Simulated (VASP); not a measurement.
FeSi, 2 atoms in the cell. The structure is cubic, space group Pm-3m (No. 221). The conventional cell has a = 2.691 Å, b = 2.691 Å, c = 2.691 Å, α = 90.00°, β = 90.00°, γ = 90.00°. Within 3.1 Å of Fe (site symmetry m-3m) lie 8 Si at 2.33 Å and 6 Fe at 2.69 Å. Within 3.1 Å of Si (site symmetry m-3m) lie 8 Fe at 2.33 Å and 6 Si at 2.69 Å.  This cell differs from its parent crystal: volume scaled by 0.980.

* Program: VASP 6.6.1
* Task: single point
* Functional: LDA
* Potentials or basis: VASP PAW LDA potentials, release 64 (Fe, Si)
* Cutoff: 520 eV
* k mesh: 16 × 16 × 16
* Occupations: gaussian, width 0.05 eV
* Spin: no spin polarisation
* Dipole correction: no
* Further INCAR settings: ALGO = Normal; EDIFF = 1e-06; NBANDS = 13

Potentials or basis: VASP PAW LDA potentials, release 64 (Fe, Si).

Run with:

```sh
$ cat potpaw_LDA.64/Fe/POTCAR potpaw_LDA.64/Si/POTCAR > POTCAR
$ mpirun -np 1 vasp_std > vasp.out
```

Hardware: 1 thread of Intel(R) Xeon(R) Platinum 8488C (Sapphire Rapids) (shared host).

How long does it take, and how much memory?

Run time: 24 s on 1 thread of Intel(R) Xeon(R) Platinum 8488C (Sapphire Rapids), with other jobs on the host, peak memory 0.15 GiB. Counts: scf iterations 14, k points 165.
